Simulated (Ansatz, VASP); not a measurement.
# MnO in VASP and in Ansatz

INCAR

```
SYSTEM = MnO
ALGO = Normal
EDIFF = 1E-7
ENCUT = 520
GGA = PS
ISIF = 2
ISMEAR = -1
ISPIN = 2
LASPH = .True.
LCHARG = .False.
LMAXMIX = 4
LORBIT = 11
LREAL = .False.
LUSENCCL = .False.
LWAVE = .False.
MAGMOM = 4 4 0 0
NBANDS = 31
NELM = 150
PREC = Accurate
SIGMA = 0.05
```

KPOINTS

```
k-points
0
Gamma
  8 6 9
  0 0 0
```

Contents of POSCAR:

```
MnO
1.0
    3.1546052866      0.0000000000      0.0000000000
    0.0000000000      4.3970589100      0.0000000000
    0.0000000000      0.0000000000      3.0965936558
Mn O
2 2
Direct
    0.4926670000      0.0058260000      0.7399190000
   -0.0108900000      0.5210170000      0.2602070000
    0.0024780000      0.0042680000      0.2358670000
    0.4898340000      0.4991850000      0.7703030000
```

Contents of input.yaml:

```yaml
crystal:
  lattice:
    - [3.1546052866, 0.0, 0.0]
    - [0.0, 4.39705891, 0.0]
    - [0.0, 0.0, 3.0965936558]
  atoms:
    - { symbol: Mn, position: [0.492667, 0.005826, 0.739919], spin: 4.0 }
    - { symbol: Mn, position: [-0.01089, 0.521017, 0.260207], spin: 4.0 }
    - { symbol: O, position: [0.002478, 0.004268, 0.235867] }
    - { symbol: O, position: [0.489834, 0.499185, 0.770303] }
kpoints:
  mp_grid: { grid: [8, 6, 9] }
scf:
  occupations: { method: fermi_dirac, width: 0.05 }
hamiltonian:
  xc: pbesol
  pseudopotentials: { kind: all_electron, lapw: { basis_error: 0.001 } }
magnetization:
  spin_polarized: true
output:
  forces: true
  stress: true
  eigenvalues: true
  populations: true
```

Change from the starting cell: atoms moved at random, drawn with an rms of 0.05 Å.

Alike in both runs: task single point; functional PBEsol; k mesh 8 × 6 × 9; occupations fermi-dirac, width 0.05 eV; collinear spin.

```csv
,VASP,Ansatz
version,VASP 6.6.1,Ansatz 0.2.0
potentials or method,"VASP PAW PBE potentials, release 64 (Mn_pv, O), cutoff 520 eV","all-electron LAPW, scalar-relativistic"
```

Ansatz gave:

- gap on the k mesh at the Fermi level (eV): none
- pressure (GPa): -4.8
- traceless stress, the component that is largest in VASP (GPa): -0.79
- rms of the force components (eV/Å): 0.094
- net moment per atom (μB): 0.00
- size of the moment on the site where the two differ most (μB): 0.08

Problem. Estimate VASP's values.

Solution. gap on the k mesh at the Fermi level (eV): none; pressure (GPa): -4.6; traceless stress, the component that is largest in VASP (GPa): -1.27; rms of the force components (eV/Å): 0.218; net moment per atom (μB): 2.34; size of the moment on the site where the two differ most (μB): 0.19.

The net moments are unlike, so the other rows may belong to different states. VASP's potentials were made for PBE, not for PBEsol. Site moments also hang on the region over which each program counts them. Atom by atom the forces differ by 0.165 eV/Å (rms over components). A gap of «none» marks a metal or a gap that the smearing closes. Ansatz ran all-electron here, and VASP with PAW potentials.
